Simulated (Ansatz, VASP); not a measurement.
AgCl: VASP beside Ansatz

```
CELL_PARAMETERS angstrom
1.88330 -5.59339 0.00000
1.88330 5.59339 0.00000
0.00000 0.00000 3.95003
ATOMIC_POSITIONS crystal
Ag 0.39656 0.60344 0.75000
Ag 0.60344 0.39656 0.25000
Cl 0.86545 0.13455 0.25000
Cl 0.13455 0.86545 0.75000
```

Change from the starting cell: volume scaled by 1.02.

Alike in both runs: task single point; functional PBE; k mesh 9 × 9 × 8; occupations fermi-dirac, width 0.03 eV; no spin polarisation.

|  | VASP | Ansatz |
| --- | --- | --- |
| version | VASP 6.6.1 | Ansatz 0.2.0 |
| potentials or method | VASP PAW PBE potentials, release 64 (Ag, Cl), cutoff 520 eV | all-electron LAPW, scalar-relativistic |

Ansatz gave:

* pressure (GPa): 0.7
* traceless stress, the component that is largest in VASP (GPa): 0.31
* rms of the force components (eV/Å): 0.011

Estimate VASP's values.

pressure (GPa): 0.5; traceless stress, the component that is largest in VASP (GPa): 0.35; rms of the force components (eV/Å): 0.011.

Atom by atom the forces differ by 0.002 eV/Å (rms over components). Ansatz ran all-electron here, and VASP with PAW potentials.
